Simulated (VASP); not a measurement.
# SnO (Pmn2_1) in VASP: notebook

SnO is run at these levels: PBEsol; tasks: single point.

All numbers are computed with VASP 6.6.1; they aren't measurements. Logs are shortened: lines on timing, memory, paths and dates and some standing lists are left out, and cuts for length are marked.

## 1. The cell of the first run

Symmetry: Pmn2_1, No. 31, orthorhombic system. Conventional cell: a = 3.316 Å, b = 11.910 Å, c = 3.894 Å, α = 90.00°, β = 90.00°, γ = 90.00°. Within 2.8 Å of Sn (site symmetry m) lie 3 O at 2.13 to 2.14 Å. Sn (site symmetry m) has 3 O at 2.13 to 2.14 Å within 2.8 Å. Within 2.9 Å of O (site symmetry m) lie 3 Sn at 2.13 to 2.14 Å and 4 O at 2.87 Å. O (site symmetry m) has 3 Sn at 2.13 to 2.14 Å and 4 O at 2.87 Å within 2.9 Å.

## 2. Single point, PBEsol (the distance across one plane changed)

File INCAR:

```
SYSTEM = SnO
PREC = Accurate
ENCUT = 520
EDIFF = 1E-6
ISMEAR = 0
SIGMA = 0.05
LREAL = .False.
LASPH = .True.
NELM = 60
ALGO = Normal
ISIF = 2
LWAVE = .False.
LCHARG = .True.
GGA = PS
LELF = .True.
LVHAR = .True.
NBANDS = 50
```

File KPOINTS:

```
Automatic mesh
0
Gamma
  7 8 3
  0 0 0
```

File POSCAR:

```
SnO
1.0
    0.0000000000      0.0000000000     -3.8941645687
   -3.3156086772      0.0000000000      0.0000000000
    0.0000000000     11.9100010796      0.0000000000
Sn O
4 4
Direct
    0.4738257379      0.0000000000      0.8305005267
    0.4738257379      0.0000000000      0.3514912889
    0.9738257379      0.5000000000      0.1275179490
    0.9738257379      0.5000000000      0.6065271868
    0.2761732621      0.0000000000      0.1845893855
    0.2761732621      0.0000000000      0.6635986234
    0.7761732621      0.5000000000      0.7734290901
    0.7761732621      0.5000000000      0.2944198523
```

Potentials or basis: VASP PAW PBE potentials, release 64 (Sn_d, O).

Command:

```console
$ cat potpaw_PBE.64/Sn_d/POTCAR potpaw_PBE.64/O/POTCAR > POTCAR
$ mpirun -np 1 vasp_std > vasp.out
```

OUTCAR:

```text
SYSTEM = SnO
   PREC = Accurate
   ENCUT = 520
   EDIFF = 1E-6
   ISMEAR = 0
   LREAL = .False.
   LASPH = .True.
   NELM = 60
   ISIF = 2
   GGA = PS

 ion  position               nearest neighbor table
   1  0.474  0.000  0.831-   6 2.13   7 2.14   7 2.14   4 3.70   4 3.70   4 3.70   4 3.70
   2  0.474  0.000  0.351-   5 2.13   8 2.14   8 2.14   3 3.70   3 3.70   3 3.70   3 3.70
   3  0.974  0.500  0.128-   8 2.13   5 2.14   5 2.14   2 3.70   2 3.70   2 3.70   2 3.70
   4  0.974  0.500  0.607-   7 2.13   6 2.14   6 2.14   1 3.70   1 3.70   1 3.70   1 3.70
   5  0.276  0.000  0.185-   2 2.13   3 2.14   3 2.14
   6  0.276  0.000  0.664-   1 2.13   4 2.14   4 2.14
   7  0.776  0.500  0.773-   4 2.13   1 2.14   1 2.14
   8  0.776  0.500  0.294-   3 2.13   2 2.14   2 2.14

  LATTYP: Found a simple orthorhombic cell.
 ALAT       =     3.3156086772
 B/A-ratio  =     1.1744946246
 C/A-ratio  =     3.5921009501

  Lattice vectors:

 A1 = (   3.3156086772,   0.0000000000,   0.0000000000)
 A2 = (   0.0000000000,   0.0000000000,  -3.8941645687)
 A3 = (   0.0000000000,  11.9100010796,   0.0000000000)

Analysis of symmetry for initial positions (statically):
=====================================================================
 Subroutine PRICEL returns:
 Original cell was already a primitive cell.

 Routine SETGRP: Setting up the symmetry group for a
 simple orthorhombic supercell.

 Subroutine GETGRP returns: Found  4 space group operations
 (whereof  2 operations were pure point group operations)
 out of a pool of  8 trial point group operations.

The static configuration has the point symmetry C_1h.
 The point group associated with its full space group is C_2v.

Analysis of symmetry for dynamics (positions and initial velocities):
=====================================================================
 Subroutine PRICEL returns:
 Original cell was already a primitive cell.

 Routine SETGRP: Setting up the symmetry group for a
 simple orthorhombic supercell.

 Subroutine GETGRP returns: Found  4 space group operations
 (whereof  2 operations were pure point group operations)
 out of a pool of  8 trial point group operations.

The dynamic configuration has the point symmetry C_1h.
 The point group associated with its full space group is C_2v.

 Subroutine INISYM returns: Found  4 space group operations
 (whereof  2 operations are pure point group operations),
 and found     1 'primitive' translations
[... 111 lines left out ...]
   IBRION =     -1    ionic relax: 0-MD 1-quasi-New 2-CG
   NFREE  =      0    steps in history (QN), initial steepest desc. (CG)
   ISIF   =      2    stress and relaxation
   ISYM   =      2    0-nonsym 1-usesym 2-fastsym
   POTIM  = 0.5000    time-step for ionic-motion
   TEBEG  =    0.0;   TEEND  =   0.0 temperature during run
   PSTRESS=    0.0 pullay stress
   NELECT =      80.0000    total number of electrons
   NUPDOWN=      -1.0000    fix difference up-down
   EMIN   =  10.00;   EMAX   =-10.00  energy-range for DOS
   EFERMI =   0.00;   METHOD = LEGACY
   ISMEAR =     0;   SIGMA  =   0.05  broadening in eV -4-tet -1-fermi 0-gaus
   EFERMI_NEDOS =   21; number of points for ismear=-14 and -15
   IALGO  =     38    algorithm
   IMIX   =      4    mixing-type and parameters
     AMIX     =   0.40;   BMIX     =  1.00
     AMIX_MAG =   1.60;   BMIX_MAG =  1.00
  volume/ion in A,a.u.               =      19.22       129.72
  Fermi-wavevector in a.u.,A,eV,Ry     =   1.316664  2.488135 23.587124  1.733605
  Thomas-Fermi vector in A             =   2.446760
   LORBIT       =      0    0 simple, 1 ext, 2 COOP (PROOUT), +10 PAW based schemes
   GGA     = PS    functional components
   LHFCALC =     F    Hartree Fock is set to
   AEXX    =    0.0000 exact exchange contribution
   IVDW    =     0    specifies the selected vdW correction
   LEPSILON=     F    determine dielectric tensor
   LRPA    =     F    only Hartree local field effects (RPA)
 non-spin polarized calculation
 Gauss-broadening in eV      SIGMA  =   0.05
  energy-cutoff  :      520.00
  volume of cell :      153.78
 maximum number of plane-waves:      4171
 NGX is ok and might be reduce to    30
   NGX = 15   NGY = 13   NGZ = 45

 number of electron      80.0000026 magnetization

 Free energy of the ion-electron system (eV)
  ---------------------------------------------------
  ext. energy  EPLUGINS =         0.00000000
  ---------------------------------------------------
  free energy    TOTEN  =       -47.62762600 eV

  energy without entropy =      -47.62762600  energy(sigma->0) =      -47.62762600

 E-fermi :   5.3226     XC(G=0):  -9.9756

 val. band max:        5.0981565327   @ k =   0.0000   0.0000   0.0000
 cond. band min:       6.5746786653   @ k =   0.0000   0.3750   0.0000
 fundamental gap:      1.4765221326
 Fermi energy:         5.3226244800

 k-point     1 :       0.0000    0.0000    0.0000
  band No.  band energies     occupation
      1     -16.0085      2.00000
      2     -16.0019      2.00000
      3     -15.6500      2.00000
      4     -15.6462      2.00000
      5     -15.5608      2.00000
      6     -15.5557      2.00000
[... 1261 lines left out ...]
     49      12.8954      0.00000
     50      13.0915      0.00000

 [... further k-points ...]

------------------------ aborting loop because EDIFF is reached ----------------------------------------

  FORCE on cell =-STRESS in cart. coord.  units (eV):
  Direction    XX          YY          ZZ          XY          YZ          ZX
  --------------------------------------------------------------------------------------
  -------------------------------------------------------------------------------------
  Total        0.3810452     -0.2515106      0.0180151      0.0000000      0.0000000      0.0000000
  in kB        3.9700655     -2.6204603      0.1876970      0.0000000      0.0000000      0.0000000
  external PRESSURE =       0.5124341 kB  Pullay stress =       0.0000000 kB

 VOLUME and BASIS-vectors are now :
 -----------------------------------------------------------------------------
  energy-cutoff  :      520.00
  volume of cell :      153.78
      direct lattice vectors                 reciprocal lattice vectors
     0.000000000  0.000000000 -3.894164569     0.000000000  0.000000000 -0.256794489
    -3.315608677  0.000000000  0.000000000    -0.301603747  0.000000000  0.000000000
     0.000000000 11.910001080  0.000000000     0.000000000  0.083963049  0.000000000

 POSITION                                       TOTAL-FORCE (eV/Angst)
 -----------------------------------------------------------------------------------
      0.00000      9.89126     -1.84516         0.000000      0.131814      0.045137
      0.00000      4.18626     -1.84516         0.000000      0.081305      0.030014
     -1.65780      1.51874     -3.79224         0.000000     -0.131814      0.045137
     -1.65780      7.22374     -3.79224         0.000000     -0.081305      0.030014
      0.00000      2.19846     -1.07546         0.000000     -0.039246     -0.039807
      0.00000      7.90346     -1.07546         0.000000      0.027639     -0.035344
     -1.65780      9.21154     -3.02255         0.000000      0.039246     -0.039807
     -1.65780      3.50654     -3.02255         0.000000     -0.027639     -0.035344
 -----------------------------------------------------------------------------------
    total drift:                               -0.000000     -0.000063     -0.001243

  FREE ENERGIE OF THE ION-ELECTRON SYSTEM (eV)
  ---------------------------------------------------
  free  energy   TOTEN  =       -47.6276259997 eV

  energy  without entropy=      -47.6276259997  energy(sigma->0) =      -47.62762600
```

stdout:

```text
POSCAR found type information on POSCAR SnO
 POSCAR found :  2 types and       8 ions
 scaLAPACK will be used
 -----------------------------------------------------------------------------
|                                                                             |
|                                                                             |
|     You enforced a specific xc type in the INCAR file but a different       |
|     I HOPE YOU KNOW WHAT YOU ARE DOING!                                     |
|                                                                             |
 -----------------------------------------------------------------------------

 LDA part: xc-table for (Slater+PW92), standard interpolation
 POSCAR, INCAR and KPOINTS ok, starting setup
 FFT: planning ... GRIDC
 FFT: planning ... GRID_SOFT
 FFT: planning ... GRID
 WAVECAR not read
 entering main loop
```

Run time: 2.6 min. Hardware: 1 thread of Intel Xeon 6975P-C (Granite Rapids), shared host; peak memory 0.39 GiB.

Results:

```yaml
Free_energy: -47.6276 eV
Pressure: 0.1 GPa
Largest_force: 0.139 eV/Å
Band_gap_on_the_k_mesh: 1.48 eV (least direct gap 1.96 eV)
```

Forces on the atoms (eV/Å):
```
Sn   0.000  0.132  0.045
Sn   0.000  0.081  0.030
Sn   0.000 -0.132  0.045
Sn   0.000 -0.081  0.030
O    0.000 -0.039 -0.040
O    0.000  0.028 -0.035
O    0.000  0.039 -0.040
O    0.000 -0.028 -0.035
```

Caveat: the cell differs from its parent crystal (the distance across one plane changed); the PAW data sets were made with another functional, which shifts forces and pressure a little; spin-orbit coupling is left out, which moves the levels of the heavy elements. A k mesh can miss the band edges.

## 3. Single point, PBEsol (the distance across one plane changed)

File INCAR:

```
SYSTEM = SnO
  PREC = Accurate
  ENCUT = 520
  EDIFF = 1E-7
  ISMEAR = 0
  SIGMA = 0.05
  LREAL = .False.
  LASPH = .True.
  NELM = 60
  ALGO = Normal
  ISIF = 2
  LWAVE = .False.
  LCHARG = .False.
  GGA = PS
  NBANDS = 50
```

KPOINTS is that of step 2.

File POSCAR:

```
SnO
1.0
    0.0000000000      0.0000000000     -3.8941645687
   -3.3156086772      0.0000000000      0.0000000000
    0.0000000000     12.4100010796      0.0000000000
Sn O
4 4
Direct
    0.4738257379      0.0000000000      0.7970395898
    0.4738257379      0.0000000000      0.3373296749
    0.9738257379      0.5000000000      0.1223802400
    0.9738257379      0.5000000000      0.5820901548
    0.2761732621      0.0000000000      0.1771522635
    0.2761732621      0.0000000000      0.6368621783
    0.7761732621      0.5000000000      0.7422675663
    0.7761732621      0.5000000000      0.2825576514
```

Potentials or basis: VASP PAW PBE potentials, release 64 (Sn_d, O).

Command:

```console
$ cat potpaw_PBE.64/Sn_d/POTCAR potpaw_PBE.64/O/POTCAR > POTCAR
$ mpirun -np 1 vasp_std > vasp.out
```

Run time: 3.6 min. Hardware: 1 thread of Intel Xeon 6975P-C (Granite Rapids), shared host; peak memory 0.41 GiB.

It converged, with:

* Free energy: -47.5729 eV
* Pressure: 0.1 GPa
* Largest force: 0.115 eV/Å
* Band gap on the k mesh: 1.67 eV (least direct gap 2.06 eV)

Forces in eV/Å, atoms in the order of the input:
```
Sn   0.000  0.100  0.057
Sn   0.000  0.082  0.030
Sn   0.000 -0.100  0.057
Sn   0.000 -0.082  0.030
O    0.000 -0.042 -0.048
O    0.000  0.041 -0.039
O    0.000  0.042 -0.048
O    0.000 -0.041 -0.039
```

Stress tensor (GPa, compression positive):
```
 0.51  0.00  0.00
 0.00 -0.26  0.00
 0.00  0.00  0.07
```

Levels at points of the mesh, in eV from the valence-band top:
| k point | band 38 | band 39 | band 40 | band 41 | band 42 | band 43 |
| --- | --- | --- | --- | --- | --- | --- |
| (0.00, 0.00, 0.00) | -1.80 | -1.29 | 0.00 | 2.95 | 3.35 | 3.44 |
| (0.00, 0.50, 0.00) | -1.02 | -0.77 | -0.77 | 2.03 | 2.03 | 2.51 |

Caveat: the cell differs from its parent crystal (the distance across one plane changed); the PAW data sets were made with another functional, which shifts forces and pressure a little; spin-orbit coupling is left out, which moves the levels of the heavy elements.
